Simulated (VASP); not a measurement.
# Al (P2_1) in VASP: further runs, part 2 of 2

VASP 6.6.1. The steps go on from the part before.

**3. Single point, PBE+D3(BJ) (atoms displaced along a vibrational mode)**

INCAR reads:

```
SYSTEM = Al
ALGO = Fast
EDIFF = 1E-6
ENCUT = 520
GGA = PE
ISIF = 2
ISMEAR = 0
IVDW = 12
LASPH = .TRUE.
LCHARG = .TRUE.
LELF = .TRUE.
LREAL = .FALSE.
LVHAR = .TRUE.
LWAVE = .FALSE.
NBANDS = 14
NELM = 100
PREC = Accurate
SIGMA = 0.15
```

KPOINTS reads:

```
k-points
0
G
  18 18 4
  0 0 0
```

POSCAR reads:

```
Al
1.0
    2.8144222649      0.0000000000      0.0000000000
   -1.4072111325      2.4373611784      0.0000000000
    0.0000000000      0.0000000000      9.2410470711
Al
4
Direct
   -0.1161964254     -0.1245199122      0.0000000000
    0.3333333333      0.6666666667      0.2500000000
    0.1161964254      0.1245199122      0.5000000000
    0.6666666667      0.3333333333      0.7500000000
```

Potentials or basis: VASP PAW PBE potentials, release 64 (Al).

Launch:

```console
cat potpaw_PBE.64/Al/POTCAR > POTCAR
mpirun -np 1 vasp_std > vasp.out
```

OUTCAR:

```text
SYSTEM = Al
   EDIFF = 1E-6
   ENCUT = 520
   GGA = PE
   ISIF = 2
   ISMEAR = 0
   IVDW = 12
   LASPH = .TRUE.
   LREAL = .FALSE.
   NELM = 100
   PREC = Accurate
 IVDW          = 12

 ion  position               nearest neighbor table
   1  0.884  0.875  0.000-   4 2.67   2 2.68   2 2.83   4 2.86   4 3.00   2 3.01
   2  0.333  0.667  0.250-   3 2.67   1 2.68   1 2.83   3 2.86   3 3.00   1 3.01
   3  0.116  0.125  0.500-   2 2.67   4 2.68   4 2.83   2 2.86   2 3.00   4 3.01
   4  0.667  0.333  0.750-   1 2.67   3 2.68   3 2.83   1 2.86   1 3.00   3 3.01

  LATTYP: Found a hexagonal cell.
 ALAT       =     2.8144222649
 C/A-ratio  =     3.2834614714

  Lattice vectors:

 A1 = (   2.8144222649,   0.0000000000,   0.0000000000)
 A2 = (  -1.4072111325,   2.4373611784,   0.0000000000)
 A3 = (   0.0000000000,   0.0000000000,   9.2410470711)

Analysis of symmetry for initial positions (statically):
=====================================================================
 Subroutine PRICEL returns:
 Original cell was already a primitive cell.

 Routine SETGRP: Setting up the symmetry group for a
 hexagonal supercell.

 Subroutine GETGRP returns: Found  2 space group operations
[... 194 lines left out ...]
     13      20.6812      0.00000
     14      20.7376      0.00000
[... 377 lines left out ...]
      1       1.8404      2.00000
      2       3.4826      2.00000
      3       3.4844      2.00000
      4       4.4720      2.00000
      5       6.1054      2.00000
      6       6.1160      2.00000
      7       8.2889      1.66763
      8       8.8293      0.00004
      9      10.7930      0.00000
     10      11.2198      0.00000
     11      14.3410      0.00000
     12      14.9127      0.00000
     13      15.7878      0.00000
     14      15.8620      0.00000

 [... further k-points ...]

------------------------ aborting loop because EDIFF is reached ----------------------------------------

 Edisp (eV)   -1.40305

 E8    (eV) :    -0.6278

  FORCE on cell =-STRESS in cart. coord.  units (eV):
  Direction    XX          YY          ZZ          XY          YZ          ZX
  --------------------------------------------------------------------------------------
  -------------------------------------------------------------------------------------
  Total       0.07443     0.04315     1.07865    -0.02192     0.00000     0.00000
  in kB       1.88111     1.09052    27.26222    -0.55400     0.00000     0.00000
  external pressure =       10.08 kB  Pullay stress =        0.00 kB

 VOLUME and BASIS-vectors are now :
 -----------------------------------------------------------------------------
  energy-cutoff  :      520.00
  volume of cell :       63.39
      direct lattice vectors                 reciprocal lattice vectors
     2.814422265  0.000000000  0.000000000     0.355312709  0.205139888  0.000000000
    -1.407211133  2.437361178  0.000000000     0.000000000  0.410279777  0.000000000
     0.000000000  0.000000000  9.241047071     0.000000000  0.000000000  0.108212846

 POSITION                                       TOTAL-FORCE (eV/Angst)
 -----------------------------------------------------------------------------------
      1.25541      2.13386      0.00000         0.130105      0.260021      0.012809
     -0.00000      1.62491      2.31026        -0.125998      0.093501     -0.012809
      0.15180      0.30350      4.62052        -0.130105     -0.260021      0.012809
      1.40721      0.81245      6.93079         0.125998     -0.093501     -0.012809
 -----------------------------------------------------------------------------------
    total drift:                                0.000000      0.000000      0.000001

  FREE ENERGIE OF THE ION-ELECTRON SYSTEM (eV)
  ---------------------------------------------------
  free  energy   TOTEN  =       -16.2193642225 eV

  energy  without entropy=      -16.2024524991  energy(sigma->0) =      -16.21090836
```

OSZICAR:

```text
N       E                     dE             d eps       ncg     rms          rms(c)
DAV:   1     0.621397296049E+01    0.62140E+01   -0.41821E+03 13776   0.664E+02
DAV:   2    -0.142402621917E+02   -0.20454E+02   -0.18961E+02 17836   0.894E+01
DAV:   3    -0.149036005979E+02   -0.66334E+00   -0.65511E+00 18118   0.130E+01
DAV:   4    -0.149082077102E+02   -0.46071E-02   -0.46058E-02 16220   0.135E+00
DAV:   5    -0.149082598397E+02   -0.52129E-04   -0.52129E-04 18032   0.149E-01    0.275E+00
RMM:   6    -0.148548202019E+02    0.53440E-01   -0.48468E-03 13828   0.406E-01    0.162E+00
RMM:   7    -0.148165900486E+02    0.38230E-01   -0.13530E-02 14256   0.656E-01    0.191E-01
RMM:   8    -0.148163151622E+02    0.27489E-03   -0.72408E-04 14864   0.178E-01    0.202E-02
RMM:   9    -0.148163205915E+02   -0.54292E-05   -0.10622E-04 16048   0.722E-02    0.309E-02
RMM:  10    -0.148163222693E+02   -0.16778E-05   -0.16083E-05 16237   0.272E-02    0.289E-02
RMM:  11    -0.148163253682E+02   -0.30989E-05   -0.42113E-06 15108   0.132E-02    0.916E-02
RMM:  12    -0.148163177645E+02    0.76038E-05   -0.24398E-06 13961   0.711E-03    0.234E-02
RMM:  13    -0.148163169842E+02    0.78029E-06   -0.29315E-07  8840   0.344E-03
   1 F= -.16219364E+02 E0= -.16210908E+02  d E =-.169117E-01
```

stdout:

```text
POSCAR found type information on POSCAR Al
 POSCAR found :  1 types and       4 ions
 scaLAPACK will be used
 LDA part: xc-table for (Slater+PW92), standard interpolation
 POSCAR, INCAR and KPOINTS ok, starting setup
 FFT: planning ... GRIDC
 FFT: planning ... GRID_SOFT
 FFT: planning ... GRID
 WAVECAR not read
 entering main loop
```

Run time: 8.3 min. Hardware: 1 thread of Intel Xeon 8259CL, shared host; peak memory 0.45 GiB.

Results:

- Free energy: -16.2194 eV
- Pressure: 1.0 GPa
- Largest force: 0.291 eV/Å
- Band gap on the k mesh: zero (bands 6 and 7 overlap by 5.55 eV)
- Dispersion energy per atom: -0.351 eV

Forces on the atoms (eV/Å):
```
Al   0.130  0.260  0.013
Al  -0.126  0.094 -0.013
Al  -0.130 -0.260  0.013
Al   0.126 -0.094 -0.013
```

Levels at points of the mesh, in eV from the Fermi level:
```csv
k point,band 2,band 3,band 4,band 5,band 6,band 7,band 8,band 9,band 10,band 11
"(0.00, 0.00, 0.00)",-9.66,-9.66,-4.76,-4.47,3.42,3.43,11.15,11.17,11.35,11.40
"(0.50, 0.00, 0.00)",-5.28,-3.93,-3.91,-3.38,-3.35,0.98,1.14,1.48,1.63,5.89
"(0.00, 0.50, 0.00)",-5.28,-3.92,-3.90,-3.39,-3.36,1.01,1.12,1.50,1.61,5.89
"(0.50, 0.50, 0.00)",-5.27,-3.99,-3.94,-3.33,-3.26,0.81,1.27,1.38,1.74,5.90
"(0.00, 0.00, 0.50)",-10.95,-7.54,-7.54,-0.94,-0.94,8.31,8.31,11.48,11.48,11.57
"(0.50, 0.00, 0.50)",-4.92,-4.87,-4.87,-1.98,-1.98,-1.09,-1.09,4.54,4.54,4.84
"(0.00, 0.50, 0.50)",-4.92,-4.87,-4.87,-1.99,-1.99,-1.08,-1.08,4.54,4.54,4.85
"(0.50, 0.50, 0.50)",-4.93,-4.86,-4.86,-1.88,-1.88,-1.18,-1.18,4.56,4.56,4.78
```

Caveat: the cell differs from its parent crystal (atoms displaced along a vibrational mode).

**4. Single point, PBE+D3(BJ) (atoms displaced along a vibrational mode)**

INCAR reads:

```
SYSTEM = Al
PREC = Accurate
ENCUT = 520
EDIFF = 1E-6
ISMEAR = 0
SIGMA = 0.15
LREAL = .FALSE.
LASPH = .TRUE.
NELM = 80
ALGO = Fast
ISIF = 2
LWAVE = .FALSE.
LCHARG = .FALSE.
GGA = PE
IVDW = 12
NBANDS = 14
```

KPOINTS reads:

```
Automatic mesh
0
G
  18 18 4
  0 0 0
```

POSCAR reads:

```
Al
1.0
    2.8144222649      0.0000000000      0.0000000000
   -1.4072111325      2.4373611784      0.0000000000
    0.0000000000      0.0000000000      9.2410470711
Al
4
Direct
   -0.2323573195     -0.2490398245      0.0000000000
    0.3333333333      0.6666666667      0.2500000000
    0.2323573195      0.2490398245      0.5000000000
    0.6666666667      0.3333333333      0.7500000000
```

Launch:

```console
cat potpaw_PBE.64/Al/POTCAR > POTCAR
mpirun -np 1 vasp_std > vasp.out
```

Run time: 6 min. Hardware: 1 thread of Intel Xeon Platinum 8259CL at 2.50GHz (Skylake/Cascade Lake), shared host; peak memory 0.44 GiB.

Results (log left out):

```
Free energy                : -15.9208 eV
Pressure                   : 3.6 GPa
Largest force              : 0.574 eV/Å
Band gap on the k mesh     : zero (bands 6 and 7 overlap by 5.46 eV)
Dispersion energy per atom : -0.351 eV
```

Forces in eV/Å, atoms in the order of the input:
```
Al   0.255  0.507  0.087
Al  -0.449  0.322 -0.087
Al  -0.255 -0.507  0.087
Al   0.449 -0.322 -0.087
```

Stress tensor (GPa, compression positive):
```
 0.79 -0.31  0.00
-0.31  0.53  0.00
 0.00  0.00  9.56
```

Levels at points of the mesh, in eV from the Fermi level:
| k point | band 4 | band 5 | band 6 | band 7 | band 8 | band 9 |
| --- | --- | --- | --- | --- | --- | --- |
| (0.00, 0.00, 0.00) | -4.78 | -4.45 | 3.35 | 3.38 | 10.85 | 11.32 |
| (0.50, 0.00, 0.00) | -3.76 | -3.55 | -3.49 | 0.81 | 1.30 | 1.41 |
| (0.00, 0.50, 0.00) | -3.74 | -3.58 | -3.51 | 0.76 | 1.36 | 1.37 |
| (0.50, 0.50, 0.00) | -3.93 | -3.32 | -3.25 | 0.73 | 1.27 | 1.40 |
| (0.00, 0.00, 0.50) | -7.53 | -0.95 | -0.95 | 8.09 | 8.09 | 11.52 |
| (0.50, 0.00, 0.50) | -4.84 | -2.10 | -2.10 | -1.00 | -1.00 | 4.41 |
| (0.00, 0.50, 0.50) | -4.83 | -2.11 | -2.11 | -1.00 | -1.00 | 4.42 |
| (0.50, 0.50, 0.50) | -4.85 | -1.90 | -1.90 | -1.15 | -1.15 | 4.39 |

Caveat: the cell differs from its parent crystal (atoms displaced along a vibrational mode); the cell stands under pressure.

**5. The runs side by side**

```csv
cell,gap on the mesh (eV),pressure (GPa),largest force (eV/Å)
"as given, atomic positions A",none,2.5,0.48
"as given, atomic positions B",none,1.0,0.29
"as given, atomic positions C",none,3.6,0.57
```

Alike in all rows: task single point; level PBE+D3(BJ); potentials or basis VASP PAW PBE potentials, release 64 (Al); no spin polarisation; k mesh 18 × 18 × 4; cutoff (eV) 520; smearing gaussian 0.15 eV.

Caveats: the cell stands under pressure (at least some runs).

Absolute energies hang on the potentials; compare differences alone.
